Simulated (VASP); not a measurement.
# Si2Mo (AlB2 type) (P6/mmm) in VASP: a series of runs

Runs on Si2Mo (AlB2 type). Level: PBE. Tasks: single point.

Program: VASP 6.6.1. These are calculated values, not measurements. Logs are shortened: lines on timing, memory, paths and dates and some standing lists are left out, and cuts for length are marked.

## 1. The cell of the first run

It takes space group P6/mmm (No. 191, hexagonal). The conventional cell has a = 3.737 Å, b = 3.737 Å, c = 2.347 Å, α = 90.00°, β = 90.00°, γ = 120.00°. Within 3.1 Å of Mo (site symmetry 6/mmm) lie 2 Mo at 2.35 Å and 12 Si at 2.46 Å. Within 2.9 Å of Si (site symmetry -6m2) lie 5 Si at 2.16 to 2.35 Å and 6 Mo at 2.46 Å.

## 2. Single point, PBE

Input file INCAR:

```
PREC = Accurate
ENCUT = 520
EDIFF = 1E-6
ISMEAR = -1
SIGMA = 0.08
LREAL = F
LASPH = T
NELM = 60
ALGO = Normal
ISIF = 2
LWAVE = F
LCHARG = F
GGA = PE
NBANDS = 18
```

Input file KPOINTS:

```
Automatic mesh
0
Gamma
  10 10 8
```

Input file POSCAR:

```
Si2Mo
1.0
    3.7370396174      0.0000000000      0.0000000000
   -1.8685198087      3.2363712436      0.0000000000
    0.0000000000      0.0000000000      2.3469965372
Mo Si
1 2
Direct
    0.0000000000      0.0000000000      0.0000000000
    0.3333333333      0.6666666667      0.5000000000
    0.6666666667      0.3333333333      0.5000000000
```

Potentials or basis: VASP PAW PBE potentials, release 64 (Mo_sv, Si).

Command:

```
> cat potpaw_PBE.64/Mo_sv/POTCAR potpaw_PBE.64/Si/POTCAR > POTCAR
> mpirun -np 1 vasp_std > vasp.out
```

OUTCAR:

```text
PREC = Accurate
   ENCUT = 520
   EDIFF = 1E-6
   ISMEAR = -1
   LREAL = F
   LASPH = T
   NELM = 60
   ISIF = 2
   GGA = PE

 ion  position               nearest neighbor table
   1  0.000  0.000  0.000-   2 2.46   3 2.46   2 2.46   3 2.46   2 2.46   2 2.46   3 2.46   3 2.46
                             3 2.46   3 2.46   2 2.46   2 2.46
   2  0.333  0.667  0.500-   3 2.16   3 2.16   3 2.16   1 2.46   1 2.46   1 2.46   1 2.46   1 2.46
                             1 2.46
   3  0.667  0.333  0.500-   2 2.16   2 2.16   2 2.16   1 2.46   1 2.46   1 2.46   1 2.46   1 2.46
                             1 2.46

  LATTYP: Found a hexagonal cell.
 ALAT       =     3.7370396174
 C/A-ratio  =     0.6280363008

  Lattice vectors:

 A1 = (   3.7370396174,   0.0000000000,   0.0000000000)
 A2 = (  -1.8685198087,   3.2363712436,   0.0000000000)
 A3 = (   0.0000000000,   0.0000000000,   2.3469965372)

Analysis of symmetry for initial positions (statically):
=====================================================================
 Subroutine PRICEL returns:
 Original cell was already a primitive cell.

 Routine SETGRP: Setting up the symmetry group for a
 hexagonal supercell.

 Subroutine GETGRP returns: Found 24 space group operations
 (whereof 24 operations were pure point group operations)
 out of a pool of 24 trial point group operations.

The static configuration has the point symmetry D_6h.

Analysis of symmetry for dynamics (positions and initial velocities):
=====================================================================
 Subroutine PRICEL returns:
 Original cell was already a primitive cell.

 Routine SETGRP: Setting up the symmetry group for a
 hexagonal supercell.

 Subroutine GETGRP returns: Found 24 space group operations
 (whereof 24 operations were pure point group operations)
 out of a pool of 24 trial point group operations.

The dynamic configuration has the point symmetry D_6h.

 Subroutine INISYM returns: Found 24 space group operations
 (whereof 24 operations are pure point group operations),
 and found     1 'primitive' translations

----------------------------------------------------------------------------------------

                                     Primitive cell

  volume of cell :      28.3856

  direct lattice vectors                    reciprocal lattice vectors
     3.737039617  0.000000000  0.000000000     0.267591490  0.154494019  0.000000000
    -1.868519809  3.236371244  0.000000000     0.000000000  0.308988038  0.000000000
[... 87 lines left out ...]
   EDIFF  = 0.1E-05   stopping-criterion for ELM
   LREAL  =      F    real-space projection
   EDIFFG = 0.1E-04   stopping-criterion for IOM
   NSW    =      0    number of steps for IOM
   IBRION =     -1    ionic relax: 0-MD 1-quasi-New 2-CG
   NFREE  =      0    steps in history (QN), initial steepest desc. (CG)
   ISIF   =      2    stress and relaxation
   ISYM   =      2    0-nonsym 1-usesym 2-fastsym
   POTIM  = 0.5000    time-step for ionic-motion
   TEBEG  =    0.0;   TEEND  =   0.0 temperature during run
   PSTRESS=    0.0 pullay stress
   NELECT =      22.0000    total number of electrons
   NUPDOWN=      -1.0000    fix difference up-down
   EMIN   =  10.00;   EMAX   =-10.00  energy-range for DOS
   EFERMI =   0.00;   METHOD = LEGACY
   ISMEAR =    -1;   SIGMA  =   0.08  broadening in eV -4-tet -1-fermi 0-gaus
   EFERMI_NEDOS =   21; number of points for ismear=-14 and -15
   IALGO  =     38    algorithm
   IMIX   =      4    mixing-type and parameters
     AMIX     =   0.40;   BMIX     =  1.00
     AMIX_MAG =   1.60;   BMIX_MAG =  1.00
  volume/ion in A,a.u.               =       9.46        63.85
  Fermi-wavevector in a.u.,A,eV,Ry     =   1.503775  2.841723 30.767393  2.261340
  Thomas-Fermi vector in A             =   2.614841
   LORBIT       =      0    0 simple, 1 ext, 2 COOP (PROOUT), +10 PAW based schemes
   GGA     = PE    functional components
   LHFCALC =     F    Hartree Fock is set to
   AEXX    =    0.0000 exact exchange contribution
   IVDW    =     0    specifies the selected vdW correction
   LEPSILON=     F    determine dielectric tensor
   LRPA    =     F    only Hartree local field effects (RPA)
 non-spin polarized calculation
  energy-cutoff  :      520.00
  volume of cell :       28.39
 maximum number of plane-waves:       778
 NGX is ok and might be reduce to    28
   NGX = 13   NGY = 13   NGZ =  9

 number of electron      21.9999996 magnetization

 Free energy of the ion-electron system (eV)
  ---------------------------------------------------
  ext. energy  EPLUGINS =         0.00000000
  ---------------------------------------------------
  free energy    TOTEN  =       -16.50338329 eV

  energy without entropy =      -16.47844754  energy(sigma->0) =      -16.49091541

 E-fermi :  18.7955     XC(G=0): -14.1830

 val. band max:       18.7796760785   @ k =   0.3000   0.3000   0.5000
 cond. band min:      18.8401033943   @ k =   0.2000   0.1000   0.5000
 fundamental gap:      0.0604273158
 Fermi energy:        18.7954612362

 k-point     1 :       0.0000    0.0000    0.0000
  band No.  band energies     occupation
      1     -42.6286      2.00000
      2     -16.9542      2.00000
      3     -16.9542      2.00000
      4     -15.1865      2.00000
      5       1.7715      2.00000
      6       9.7762      2.00000
[... 481 lines left out ...]
      5       5.1360      2.00000
      6       6.1326      2.00000
[... 10 lines left out ...]
     17      28.2360      0.00000
     18      29.6621      0.00000

 [... further k-points ...]

------------------------ aborting loop because EDIFF is reached ----------------------------------------

  FORCE on cell =-STRESS in cart. coord.  units (eV):
  Direction    XX          YY          ZZ          XY          YZ          ZX
  --------------------------------------------------------------------------------------
  -------------------------------------------------------------------------------------
  Total       28.3946631     28.3946631     28.5413426      0.0000000      0.0000000     -0.0000000
  in kB     1602.6873811   1602.6873811   1610.9664513      0.0000000      0.0000000     -0.0000000
  external PRESSURE =    1605.4470712 kB  Pullay stress =       0.0000000 kB

 VOLUME and BASIS-vectors are now :
 -----------------------------------------------------------------------------
  energy-cutoff  :      520.00
  volume of cell :       28.39
      direct lattice vectors                 reciprocal lattice vectors
     3.737039617  0.000000000  0.000000000     0.267591490  0.154494019  0.000000000
    -1.868519809  3.236371244  0.000000000     0.000000000  0.308988038  0.000000000
     0.000000000  0.000000000  2.346996537     0.000000000  0.000000000  0.426076470

 POSITION                                       TOTAL-FORCE (eV/Angst)
 -----------------------------------------------------------------------------------
      0.00000      0.00000      0.00000        -0.000000      0.000000      0.000000
     -0.00000      2.15758      1.17350         0.000000      0.000000      0.000000
      1.86852      1.07879      1.17350         0.000000      0.000000      0.000000
 -----------------------------------------------------------------------------------
    total drift:                               -0.000000      0.000000      0.000000

  FREE ENERGIE OF THE ION-ELECTRON SYSTEM (eV)
  ---------------------------------------------------
  free  energy   TOTEN  =       -16.5033832861 eV

  energy  without entropy=      -16.4784475389  energy(sigma->0) =      -16.49091541
```

OSZICAR:

```text
N       E                     dE             d eps       ncg     rms          rms(c)
DAV:   1     0.135648427546E+03    0.13565E+03   -0.11726E+04  2528   0.120E+03
DAV:   2    -0.145586848230E+02   -0.15021E+03   -0.14700E+03  3030   0.321E+02
DAV:   3    -0.175196874252E+02   -0.29610E+01   -0.29217E+01  3036   0.403E+01
DAV:   4    -0.175333255884E+02   -0.13638E-01   -0.13628E-01  2972   0.304E+00
DAV:   5    -0.175334044194E+02   -0.78831E-04   -0.78824E-04  2938   0.230E-01    0.446E+01
DAV:   6    -0.166374172288E+02    0.89599E+00   -0.45639E+00  2702   0.157E+01    0.158E+01
DAV:   7    -0.165442104876E+02    0.93207E-01   -0.56386E-01  2690   0.531E+00    0.975E+00
DAV:   8    -0.165040260468E+02    0.40184E-01   -0.10302E-01  2722   0.248E+00    0.577E-01
DAV:   9    -0.165035212600E+02    0.50479E-03   -0.15403E-03  2818   0.352E-01    0.262E-01
DAV:  10    -0.165033976918E+02    0.12357E-03   -0.60532E-04  2750   0.191E-01    0.786E-02
DAV:  11    -0.165033860320E+02    0.11660E-04   -0.12714E-04  2744   0.934E-02    0.372E-02
DAV:  12    -0.165033834576E+02    0.25744E-05   -0.20576E-05  2716   0.363E-02    0.392E-03
DAV:  13    -0.165033832861E+02    0.17145E-06   -0.26644E-07  1480   0.425E-03
   1 F= -.16503383E+02 E0= -.16490915E+02  d E =-.249357E-01
```

stdout:

```text
POSCAR found type information on POSCAR MoSi
 POSCAR found :  2 types and       3 ions
 scaLAPACK will be used
 LDA part: xc-table for (Slater+PW92), standard interpolation
 POSCAR, INCAR and KPOINTS ok, starting setup
 FFT: planning ... GRIDC
 FFT: planning ... GRID_SOFT
 FFT: planning ... GRID
 WAVECAR not read
 entering main loop
```

It took 15 s on 1 thread of AMD EPYC 9R45 (Zen 5), shared host; peak memory 0.13 GiB.

Results:

```yaml
Free_energy: -16.5034 eV
Pressure: 160.5 GPa
Band_gap_on_the_k_mesh: zero (bands 11 and 12 overlap by 3.73 eV)
```

Caveat: the cell stands under pressure.

## 3. Single point, PBE

Input file INCAR:

```
SYSTEM = Si2Mo
PREC     = Accurate       ! precision mode
ENCUT    = 520            ! plane-wave cutoff, eV
EDIFF    = 1E-7           ! SCF threshold, eV
ISMEAR   = -1             ! smearing method
SIGMA    = 0.08           ! smearing width, eV
LREAL    = .False.        ! projectors in reciprocal space
LASPH    = .True.         ! aspherical terms in the spheres
NELM     = 100            ! most SCF steps
ALGO     = Normal         ! electronic algorithm
ISIF     = 2              ! what is computed and relaxed
LWAVE    = .False.        ! write WAVECAR
LCHARG   = .False.        ! write CHGCAR
GGA      = PE             ! functional
NBANDS   = 18             ! bands
```

Input file KPOINTS:

```
Automatic mesh
0
Gamma
  10 10 8
  0 0 0
```

Input file POSCAR:

```
Si2Mo
1.0
    3.7366101035      0.0000000000      0.0000000000
   -1.8683050518      3.2359992737      0.0000000000
    0.0000000000      0.0000000000      2.3465606597
Mo Si
1 2
Direct
    0.0000000000      0.0000000000      0.0000000000
    0.3333333333      0.6666666667      0.5000000000
    0.6666666667      0.3333333333      0.5000000000
```

Potentials or basis: VASP PAW PBE potentials, release 64 (Mo_sv, Si).

Command:

```
> cat potpaw_PBE.64/Mo_sv/POTCAR potpaw_PBE.64/Si/POTCAR > POTCAR
> mpirun -np 1 vasp_std > vasp.out
```

Run time: 16 s. Hardware: 1 thread of AMD EPYC 9R45 (Zen 5), shared host; peak memory 0.13 GiB.

The run converged. Its results:

- Free energy: -16.4915 eV
- Pressure: 160.9 GPa
- Band gap on the k mesh: zero (bands 11 and 12 overlap by 3.73 eV)

Stress tensor (GPa, compression positive):
```
160.56   0.00   0.00
  0.00 160.56   0.00
  0.00   0.00 161.47
```

Levels at points of the mesh, in eV from the Fermi level:
| k point | band 9 | band 10 | band 11 | band 12 | band 13 | band 14 |
| --- | --- | --- | --- | --- | --- | --- |
| (0.00, 0.00, 0.00) | -4.48 | -0.50 | -0.50 | 2.14 | 2.14 | 5.06 |
| (0.50, 0.00, 0.00) | -4.07 | -3.56 | 1.00 | 1.83 | 4.30 | 4.38 |
| (0.00, 0.00, 0.50) | -4.07 | -4.07 | -2.46 | -2.46 | -0.87 | 5.99 |
| (0.50, 0.00, 0.50) | -6.89 | -0.92 | -0.52 | 1.37 | 1.93 | 2.50 |

Caveat: the cell stands under pressure.

The gap in the log of VASP goes by the Fermi energy; the results here count the filled bands.